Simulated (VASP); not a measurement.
# H9C3Cl in VASP: relaxation of the atoms with PBEsol

Aim: the relaxation of the atoms of H9C3Cl with PBEsol.

Everything below comes from runs of VASP 6.6.1. Logs are shortened: lines on timing, memory, paths and dates and some standing lists are left out, and cuts for length are marked.

## Step 1: The cell of the first run

The cell holds a disordered packing, 39 atoms: a = 7.615 Å, b = 7.615 Å, c = 7.615 Å, α = 90.00°, β = 90.00°, γ = 90.00°.

## Step 2: Relaxation of the atoms, PBEsol

INCAR reads:

```
SYSTEM = H9C3Cl
  PREC = Accurate
  ENCUT = 520
  EDIFF = 1E-6
  ISMEAR = -1
  SIGMA = 0.05
  LREAL = Auto
  LASPH = .True.
  NELM = 60
  ALGO = Normal
  ISIF = 2
  LWAVE = .False.
  LCHARG = .False.
  GGA = PS
  IBRION = 2
  NSW = 35
  EDIFFG = -0.3
```

KPOINTS reads:

```
regular mesh
0
Gamma
  1 1 1
  0 0 0
```

POSCAR reads:

```
H9C3Cl
1.0
    7.6151130000      0.0000000000      0.0000000000
    0.0000000000      7.6151130000      0.0000000000
    0.0000000000      0.0000000000      7.6151130000
C Cl H
9 3 27
Direct
    0.0654953000      0.9154311000      0.9149140000
    0.2416124000      0.2382797000      0.3204218000
    0.6346465000      0.6588812000      0.7321106000
    0.6701424000      0.1217852000      0.4815766000
    0.6997600000      0.1981118000      0.2989010000
    0.8905077000      0.7449134000      0.3894710000
    0.8120901000      0.7251069000      0.2063543000
    0.2462180000      0.6763829000      0.5826771000
    0.3610777000      0.7175844000      0.4239856000
    0.2555435000      0.7916781000      0.9700573000
    0.1768250000      0.2969291000      0.1040039000
    0.5910228000      0.4665385000      0.8569111000
   -0.0399256000      0.8254495000      0.8801640000
    0.0272367000      0.9943439000      1.0277272000
    0.0959727000      1.0002132000      0.8040045000
    0.2030154000      0.1029652000      0.3452824000
    0.3834571000      0.2514990000      0.3315177000
    0.1769553000      0.3254405000      0.4133748000
    0.5617226000      0.7681401000      0.7883457000
    0.7748305000      0.6862028000      0.7365551000
    0.5933708000      0.6368695000      0.5970936000
    0.7907103000      0.0641458000      0.5338859000
    0.6266252000      0.2229227000      0.5736237000
    0.5700674000      0.0189519000      0.4792295000
    0.5791920000      0.2557513000      0.2465917000
    0.7998350000      0.3009451000      0.3012481000
    0.7432772000      0.0969743000      0.2068539000
    0.7969497000      0.8058116000      0.4796569000
    0.9272515000      0.6174516000      0.4442304000
    1.0082825000      0.8268742000      0.3868780000
    0.9056481000      0.6642086000      0.1161685000
    0.6943153000      0.6431461000      0.2089474000
    0.7753462000      0.8525687000      0.1515950000
    0.2168026000      0.7951576000      0.6576603000
    0.1213732000      0.6180457000      0.5426051000
    0.3111878000      0.5839157000      0.6711303000
    0.3904931000      0.5988097000      0.3490024000
    0.2961079000      0.8100516000      0.3355324000
    0.4859225000      0.7759217000      0.4640576000
```

Potentials or basis: VASP PAW PBE potentials, release 64 (C, Cl, H).

Command:

```console
$ cat potpaw_PBE.64/C/POTCAR potpaw_PBE.64/Cl/POTCAR potpaw_PBE.64/H/POTCAR > POTCAR
$ mpirun -np 1 vasp_gam > vasp.out
```

OUTCAR:

```text
SYSTEM = H9C3Cl
   PREC = Accurate
   ENCUT = 520
   EDIFF = 1E-6
   ISMEAR = -1
   LREAL = Auto
   LASPH = .True.
   NELM = 60
   ISIF = 2
   GGA = PS
   IBRION = 2
   NSW = 35
   EDIFFG = -0.3

 ion  position               nearest neighbor table
   1  0.065  0.915  0.915-  14 1.09  15 1.09  13 1.09  10 1.78
   2  0.242  0.238  0.320-  17 1.09  16 1.09  18 1.09  11 1.78
   3  0.635  0.659  0.732-  20 1.09  21 1.09  19 1.09  12 1.78
   4  0.670  0.122  0.482-  22 1.09  24 1.09  23 1.09   5 1.52
   5  0.700  0.198  0.299-  26 1.09  27 1.09  25 1.09   4 1.52
   6  0.891  0.745  0.389-  28 1.09  30 1.09  29 1.09   7 1.52
   7  0.812  0.725  0.206-  31 1.09  32 1.09  33 1.09   6 1.52
   8  0.246  0.676  0.583-  34 1.09  35 1.09  36 1.09   9 1.52
   9  0.361  0.718  0.424-  37 1.09  38 1.09  39 1.09   8 1.52
  10  0.256  0.792  0.970-   1 1.78
  11  0.177  0.297  0.104-   2 1.78
  12  0.591  0.467  0.857-   3 1.78
  13  0.960  0.825  0.880-   1 1.09
  14  0.027  0.994  0.028-   1 1.09
  15  0.096  0.000  0.804-   1 1.09
[... 22 lines left out ...]
  38  0.296  0.810  0.336-   9 1.09
  39  0.486  0.776  0.464-   9 1.09

  LATTYP: Found a simple cubic cell.
 ALAT       =     7.6151130000

  Lattice vectors:

 A1 = (   7.6151130000,   0.0000000000,   0.0000000000)
 A2 = (   0.0000000000,   7.6151130000,   0.0000000000)
 A3 = (   0.0000000000,   0.0000000000,   7.6151130000)

Analysis of symmetry for initial positions (statically):
=====================================================================
 Subroutine PRICEL returns:
 Original cell was already a primitive cell.

 Routine SETGRP: Setting up the symmetry group for a
 simple cubic supercell.

 Subroutine GETGRP returns: Found  1 space group operations
 (whereof  1 operations were pure point group operations)
 out of a pool of 48 trial point group operations.

The static configuration has the point symmetry C_1 .

Analysis of symmetry for dynamics (positions and initial velocities):
=====================================================================
 Subroutine PRICEL returns:
 Original cell was already a primitive cell.

 Routine SETGRP: Setting up the symmetry group for a
 simple cubic supercell.

 Subroutine GETGRP returns: Found  1 space group operations
 (whereof  1 operations were pure point group operations)
 out of a pool of 48 trial point group operations.

[... 168 lines left out ...]
   IMIX   =      4    mixing-type and parameters
     AMIX     =   0.40;   BMIX     =  1.00
     AMIX_MAG =   1.60;   BMIX_MAG =  1.00
  volume/ion in A,a.u.               =      11.32        76.41
  Fermi-wavevector in a.u.,A,eV,Ry     =   0.941510  1.779196 12.060761  0.886441
  Thomas-Fermi vector in A             =   2.069028
   LORBIT       =      0    0 simple, 1 ext, 2 COOP (PROOUT), +10 PAW based schemes
   GGA     = PS    functional components
   LHFCALC =     F    Hartree Fock is set to
   AEXX    =    0.0000 exact exchange contribution
   IVDW    =     0    specifies the selected vdW correction
   LEPSILON=     F    determine dielectric tensor
   LRPA    =     F    only Hartree local field effects (RPA)
 conjugate gradient relaxation of ions
 non-spin polarized calculation
  energy-cutoff  :      520.00
  volume of cell :      441.60
 maximum number of plane-waves:      5919
 NGX is ok and might be reduce to    60
   NGX = 29   NGY = 29   NGZ = 29

--------------------------------------- Ionic step        1  -------------------------------------------

 number of electron      84.0000000 magnetization

 Free energy of the ion-electron system (eV)
  ---------------------------------------------------
  ext. energy  EPLUGINS =         0.00000000
  ---------------------------------------------------
  free energy    TOTEN  =      -188.85550337 eV

  energy without entropy =     -188.85550337  energy(sigma->0) =     -188.85550337

------------------------ aborting loop because EDIFF is reached ----------------------------------------

  FORCE on cell =-STRESS in cart. coord.  units (eV):
  Direction    XX          YY          ZZ          XY          YZ          ZX
  --------------------------------------------------------------------------------------
  -------------------------------------------------------------------------------------
  Total        7.3563674      5.3301836      5.8276380     -0.2968504      0.6302024      0.8169792
  in kB       26.6897764     19.3385405     21.1433643     -1.0770086      2.2864492      2.9640978
  external PRESSURE =      22.3905604 kB  Pullay stress =       0.0000000 kB
[... 200 lines left out ...]
  FREE ENERGIE OF THE ION-ELECTRON SYSTEM (eV)
  ---------------------------------------------------
  free  energy   TOTEN  =      -188.9071135781 eV

  energy  without entropy=     -188.9071135781  energy(sigma->0) =     -188.90711358

[... ionic steps 4 to 12 ...]

--------------------------------------- Ionic step       13  -------------------------------------------

 number of electron      84.0000006 magnetization

------------------------ aborting loop because EDIFF is reached ----------------------------------------
[... 141 lines left out ...]
--------------------------------------- Ionic step       15  -------------------------------------------

 number of electron      83.9999997 magnetization

 Free energy of the ion-electron system (eV)
  ---------------------------------------------------
  ext. energy  EPLUGINS =         0.00000000
  ---------------------------------------------------
  free energy    TOTEN  =      -189.19513442 eV

  energy without entropy =     -189.19513442  energy(sigma->0) =     -189.19513442

 E-fermi :  -1.9124     XC(G=0):  -6.7486

 val. band max:       -3.1751111237   @ k =   0.0000   0.0000   0.0000
 cond. band min:       2.5251180879   @ k =   0.0000   0.0000   0.0000
 fundamental gap:      5.7002292116
 Fermi energy:        -1.9124365642

 k-point     1 :       0.0000    0.0000    0.0000
  band No.  band energies     occupation
      1     -17.8365      2.00000
      2     -17.7111      2.00000
      3     -17.6981      2.00000
      4     -15.2001      2.00000
      5     -14.9411      2.00000
      6     -14.8283      2.00000
[... 46 lines left out ...]
     53       5.3065      0.00000
     54       5.4937      0.00000
 [bands above 54 left out]

------------------------ aborting loop because EDIFF is reached ----------------------------------------

  FORCE on cell =-STRESS in cart. coord.  units (eV):
  Direction    XX          YY          ZZ          XY          YZ          ZX
  --------------------------------------------------------------------------------------
  -------------------------------------------------------------------------------------
  Total        5.1155614      2.2002315      3.1736326     -0.2690698      0.1805308      0.9523848
  in kB       18.5598655      7.9827016     11.5143169     -0.9762171      0.6549873      3.4553654
  external PRESSURE =      12.6856280 kB  Pullay stress =       0.0000000 kB
[... 54 lines left out ...]
  FREE ENERGIE OF THE ION-ELECTRON SYSTEM (eV)
  ---------------------------------------------------
  free  energy   TOTEN  =      -189.1951344240 eV

  energy  without entropy=     -189.1951344239  energy(sigma->0) =     -189.19513442

 reached required accuracy - stopping structural energy minimisation
```

OSZICAR:

```text
N       E                     dE             d eps       ncg     rms          rms(c)
DAV:   1     0.556786242983E+03    0.55679E+03   -0.39809E+04   124   0.119E+03
DAV:   2    -0.135973753965E+03   -0.69276E+03   -0.66367E+03   162   0.250E+02
DAV:   3    -0.206896695296E+03   -0.70923E+02   -0.70496E+02   152   0.862E+01
[... 143 lines left out ...]
DAV:   5    -0.189195147506E+03   -0.87879E-04   -0.93354E-04   144   0.110E-01    0.833E-02
DAV:   6    -0.189195144021E+03    0.34854E-05   -0.28495E-05   168   0.202E-02    0.570E-02
DAV:   7    -0.189195133211E+03    0.10810E-04   -0.46948E-05   152   0.274E-02    0.109E-02
DAV:   8    -0.189195134520E+03   -0.13084E-05   -0.13214E-05   144   0.124E-02    0.848E-03
DAV:   9    -0.189195134424E+03    0.95559E-07   -0.90079E-07    80   0.404E-03
  15 F= -.18919513E+03 E0= -.18919513E+03  d E =-.613947E-01
```

Run time: 5.3 min. Hardware: 1 thread of Oxide Virtual Turin-like, shared host; peak memory 0.49 GiB.

What came out:

| Item | Value |
| --- | --- |
| Free energy | -189.1951 eV |
| Energy gained by relaxing | 8.7 meV/atom |
| Ionic steps | 15 |
| Pressure after relaxing | 1.3 GPa |
| Largest force after relaxing | 0.258 eV/Å |
| Band gap on the k mesh | 5.70 eV |

Forces in eV/Å, atoms in the order of the input:
```
C   -0.071  0.114 -0.096
C   -0.054 -0.005  0.065
C   -0.167  0.035 -0.015
C   -0.013 -0.018  0.143
C    0.082  0.014  0.018
C    0.076 -0.003  0.046
C   -0.108 -0.079 -0.148
C    0.138  0.142 -0.001
C   -0.074 -0.048 -0.117
Cl   0.109 -0.029 -0.188
Cl  -0.041  0.047  0.029
Cl   0.002 -0.069  0.087
H   -0.042  0.037  0.008
H   -0.089  0.065 -0.015
H    0.140 -0.041  0.065
H   -0.073  0.043 -0.071
H    0.016  0.018  0.033
H   -0.020 -0.047  0.072
H    0.093 -0.103  0.000
H    0.122 -0.042  0.121
H    0.056  0.012  0.029
H    0.100  0.057 -0.061
H   -0.046  0.242 -0.076
H   -0.102 -0.042 -0.105
H   -0.079  0.045  0.107
H    0.095  0.109  0.036
H    0.083 -0.107 -0.018
H   -0.038 -0.037 -0.031
H   -0.017  0.081  0.073
H   -0.051 -0.070 -0.007
H    0.033 -0.041 -0.127
H   -0.152 -0.073 -0.006
H    0.003  0.044 -0.047
H   -0.058 -0.090 -0.036
H    0.064  0.029 -0.026
H    0.112 -0.044 -0.027
H    0.036 -0.032  0.146
H   -0.068 -0.024  0.090
H    0.001 -0.091  0.048
```

Stress tensor (GPa, compression positive):
```
 1.86 -0.10  0.35
-0.10  0.80  0.07
 0.35  0.07  1.15
```

Step by step:
```
step  energy change (eV)  largest force (eV/Å)  pressure (GPa)
   1              0.0000                0.8471            2.24
   2              0.0648                1.9294            1.17
   3             -0.0516                0.4935            1.77
   4             -0.0987                0.3649            1.44
   5             -0.1132                0.4977            1.15
   6             -0.1402                0.3195            1.12
   7             -0.1682                0.3958            1.06
   8             -0.1924                0.3147            1.18
   9             -0.2216                0.8971            1.55
  10             -0.2359                0.7388            1.58
  11             -0.2662                0.3547            1.68
  12             -0.2718                0.6468            1.89
  13             -0.2782                0.5139            1.80
  14             -0.2981                0.4157            1.67
  15             -0.3396                0.2578            1.27
```

Final structure:
```
C Cl H
1.0
     7.61511    0.00000    0.00000
     0.00000    7.61511    0.00000
     0.00000    0.00000    7.61511
C Cl H
9 3 27
Direct
  0.06830 0.91859 0.91952
  0.23256 0.23969 0.32496
  0.64328 0.65113 0.74518
  0.67062 0.13100 0.48132
  0.70578 0.20372 0.29891
  0.88196 0.74373 0.38155
  0.80607 0.72186 0.20059
  0.25383 0.67161 0.57734
  0.35963 0.71485 0.41411
  0.24691 0.79832 0.00510
  0.17190 0.31250 0.11283
  0.59220 0.46254 0.87038
  0.96695 0.82489 0.87867
  0.01965 0.00470 0.02404
  0.10881 0.99938 0.80684
  0.19390 0.10184 0.34282
  0.37504 0.25125 0.33837
  0.16732 0.32454 0.42136
  0.56439 0.76260 0.79381
  0.78372 0.67939 0.75374
  0.60860 0.62351 0.60817
  0.78975 0.07327 0.53955
  0.62405 0.22823 0.57746
  0.57223 0.02518 0.48072
  0.59121 0.26328 0.23448
  0.80892 0.30417 0.29996
  0.74982 0.10036 0.20863
  0.79097 0.80816 0.47307
  0.91406 0.61317 0.43535
  0.00384 0.82222 0.38008
  0.90172 0.65571 0.11529
  0.68821 0.63904 0.20245
  0.76893 0.84735 0.14004
  0.22124 0.79366 0.64791
  0.12943 0.60589 0.54535
  0.32260 0.58726 0.67252
  0.39465 0.59882 0.33417
  0.28618 0.80044 0.32367
  0.48173 0.78657 0.44406
```

Caveat: the k points lie up to 0.83 Å⁻¹ apart, too coarse for converged energies, forces and pressures; the PAW data sets were made with another functional, which shifts forces and pressure a little; the relaxation stopped at a loose force limit of 0.3 eV/Å, so its end isn't a converged minimum.
